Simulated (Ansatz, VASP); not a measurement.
## One calculation of HfB2, two programs

The input POSCAR:

```
HfB2
1.0
    3.1433302019      0.0000000000      0.0000000000
   -1.5716651009      2.7222038073      0.0000000000
    0.0000000000      0.0000000000      3.4726475493
Hf B
1 2
Direct
    0.0000000000      0.0000000000      0.0000000000
    0.3333333333      0.6666666667      0.5000000000
    0.6666666667      0.3333333333      0.5000000000
```

The input INCAR.step1:

```
ALGO = Normal ; EDIFF = 1E-5
ENCUT = 520 ; GGA = PE
ISIF = 2 ; ISMEAR = 0
LASPH = True ; LREAL = False
LWAVE = True ; NBANDS = 15
NELM = 60 ; PREC = Accurate
SIGMA = 0.05
```

INCAR.step2

```
AEXX = 0.3 ; ALGO = Normal
EDIFF = 1E-6 ; ENCUT = 520
GGA = PE ; ISIF = 2
ISMEAR = 0 ; ISTART = 1
LASPH = True ; LCHARG = True
LELF = True ; LHFCALC = True
LREAL = False ; LVHAR = True
LWAVE = False ; NBANDS = 15
NELM = 60 ; PREC = Accurate
PRECFOCK = Normal ; SIGMA = 0.05
```

Contents of KPOINTS:

```
k-points
0
Gamma
  6 6 6
```

Input for Ansatz:

```yaml
crystal:
  lattice:
    - [3.1433302019, 0.0, 0.0]
    - [-1.5716651009, 2.7222038073, 0.0]
    - [0.0, 0.0, 3.4726475493]
  atoms:
    - { symbol: Hf, position: [0.0, 0.0, 0.0] }
    - { symbol: B, position: [0.3333333333, 0.6666666667, 0.5] }
    - { symbol: B, position: [0.6666666667, 0.3333333333, 0.5] }
basis:
  ecutwfc: 420
  ecutrho_ratio: 4
kpoints:
  mp_grid: { grid: [6, 6, 6] }
hamiltonian:
  xc: { exchange: pbe, correlation: pbe, exx: { coeff: 0.3 } }
scf:
  occupations: { method: gaussian, width: 0.05 }
  n_extra_bands: 10
output:
  forces: true
  stress: true
  eigenvalues: true
  populations: true
  dos: { projected: true, de: 0.02 }
  write_density: true
  write_potential: true
  elf: true
  volumetric_format: npy
```

Alike in both runs: task single point; functional PBE-based global hybrid with a share of 0.3 of exact exchange; k mesh 6 × 6 × 6; occupations gaussian, width 0.05 eV; no spin polarisation.

```csv
,VASP,Ansatz
version,VASP 6.6.1,Ansatz 0.2.0
potentials or method,"VASP PAW PBE potentials, release 64 (Hf_pv, B), cutoff 520 eV","scalar-relativistic, plane waves, PAW"
valence electrons in the cell,16,32
```

Ansatz gave:

* gap on the k mesh at the Fermi level (eV): none
* pressure (GPa): -1.5
* traceless stress, the component that is largest in VASP (GPa): -1.13

Q: Which values does VASP return?

A: gap on the k mesh at the Fermi level (eV): none; pressure (GPa): -4.1; traceless stress, the component that is largest in VASP (GPa): -1.47.

VASP's potentials were made for PBE, not for PBE-based global hybrid. A gap of «none» marks a metal or a gap that the smearing closes. VASP's potentials hold 16 valence electrons a cell and Ansatz's 32, so a difference there can come from the potentials and not from the codes. Ansatz's warnings: filled band counts differ across k points, stress exchange threshold loose, stress scf threshold loose.

The k mesh is coarse, so the values compare programs but aren't converged. Neither program's run includes spin-orbit coupling.
